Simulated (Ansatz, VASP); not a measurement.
BN in VASP and in Ansatz

```
CELL_PARAMETERS angstrom
0.00000 1.81235 1.90750
1.81235 0.00000 1.90750
1.81235 1.81235 0.00000
ATOMIC_POSITIONS crystal
B 0.00000 0.00000 0.00000
N 0.75000 0.75000 0.75000
```

Change from the starting cell: strain +0.0525 x Voigt [0, 0, 1, 0, 0, 0], atoms carried along.

Alike in both runs: task single point; functional PBE; k mesh 12 × 12 × 12; occupations gaussian, width 0.05 eV; no spin polarisation.

```csv
,VASP,Ansatz
version,VASP 6.6.1,Ansatz 0.2.0
potentials or method,"VASP PAW PBE potentials, release 64 (B, N), cutoff 520 eV","scalar-relativistic, plane waves, PAW"
valence electrons in the cell,8,8
```

Ansatz gave:

- gap on the k mesh at the Fermi level (eV): 3.97
- least direct gap on the mesh (eV): 8.27
- pressure (GPa): -17.3
- traceless stress, the component that is largest in VASP (GPa): -21.19

Which values does VASP return?

gap on the k mesh at the Fermi level (eV): 3.96; least direct gap on the mesh (eV): 8.26; pressure (GPa): -17.2; traceless stress, the component that is largest in VASP (GPa): -21.21.

With one functional, cell and mesh, what is left measures potentials, basis and numerics.
